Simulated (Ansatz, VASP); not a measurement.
# CeO2: VASP beside Ansatz

The input INCAR:

```
SYSTEM = CeO2
  ALGO = Normal
  EDIFF = 1E-6
  ENCUT = 520
  GGA = PE
  ISIF = 2
  ISMEAR = 0
  LASPH = .True.
  LCHARG = .True.
  LDAU = .True.
  LDAUJ = 0 0
  LDAUL = 3 -1
  LDAUPRINT = 1
  LDAUTYPE = 2
  LDAUU = 5 0
  LELF = .True.
  LMAXMIX = 6
  LREAL = .False.
  LVHAR = .True.
  LWAVE = .False.
  NBANDS = 19
  NELM = 150
  PREC = Accurate
  SIGMA = 0.05
```

File KPOINTS:

```
k-points
0
Gamma
  12 12 12
  0 0 0
```

Contents of POSCAR:

```
CeO2
1.0
    0.0000000000      2.7036500000      2.7036500000
    2.7036500000      0.0000000000      2.7036500000
    2.7036500000      2.7036500000      0.0000000000
Ce O
1 2
Direct
    0.0000000000      0.0000000000      0.0000000000
    0.2500000000      0.2500000000      0.2500000000
    0.7500000000      0.7500000000      0.7500000000
```

Input for Ansatz:

```yaml
crystal:
  lattice:
    - [0.0, 2.70365, 2.70365]
    - [2.70365, 0.0, 2.70365]
    - [2.70365, 2.70365, 0.0]
  atoms:
    - { symbol: Ce, position: [0.0, 0.0, 0.0] }
    - { symbol: O, position: [0.25, 0.25, 0.25] }
    - { symbol: O, position: [0.75, 0.75, 0.75] }
basis:
  ecutwfc: 420
  ecutrho_ratio: 4
kpoints:
  mp_grid: { grid: [12, 12, 12] }
hamiltonian:
  xc: pbe
  hubbard: { sites: [{ species: Ce, l: f, u_eff: 5.0 }] }
scf:
  occupations: { method: gaussian, width: 0.05 }
output:
  forces: true
  stress: true
  eigenvalues: true
  populations: true
  hubbard: { sites: [{ species: Ce, l: f }] }
```

Alike in both runs: task single point; functional PBE; k mesh 12 × 12 × 12; occupations gaussian, width 0.05 eV; no spin polarisation; Hubbard terms Ce f U = 5.0 eV.

```csv
,VASP,Ansatz
version,VASP 6.6.1,Ansatz 0.2.0
potentials or method,"VASP PAW PBE potentials, release 64 (Ce, O), cutoff 520 eV","scalar-relativistic, plane waves, PAW"
valence electrons in the cell,24,24
```

```csv
,VASP,Ansatz,Ansatz less VASP
gap on the k mesh at the Fermi level (eV),2.43,2.40,-0.024
least direct gap on the mesh (eV),2.64,2.56,-0.074
pressure (GPa),10.6,7.0,-3.59
```

The programs project onto different local orbitals, so the same U acts differently, and such runs can settle in different states.

Spin-orbit coupling is off throughout.
